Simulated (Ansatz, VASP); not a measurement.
# Two plane-wave programs on TaN

```
Ta N
1.0
     2.86698    0.00000    0.00000
    -1.43349    2.48288    0.00000
     0.00000    0.00000    2.80964
Ta N
1 1
Direct
  0.00000 0.00000 0.00000
  0.33333 0.66667 0.50000
```

Alike in both runs: task relaxation of cell and atoms; functional PBE; k mesh 15 × 15 × 13; occupations fermi-dirac, width 0.05 eV; no spin polarisation.

|  | VASP | Ansatz |
| --- | --- | --- |
| version | VASP 6.6.1 | Ansatz 0.2.0 |
| potentials or method | VASP PAW PBE potentials, release 64 (Ta_pv, N) | PAW with Ansatz's default frozen-core files, scalar-relativistic |
| plane-wave cutoff (eV) | 600 | 420 |
| valence electrons in the cell | 16 | 18 |

```csv
,VASP,Ansatz,Ansatz less VASP
relaxed volume (Å³/atom),10.94,10.92,-0.019
relaxed length of the cell vector where the two differ most in proportion (Å),2.900,2.898,-0.0020
```

VASP's potentials hold 16 valence electrons a cell and Ansatz's 18, so a difference there can come from the potentials and not from the codes.

Spin-orbit coupling is off throughout.
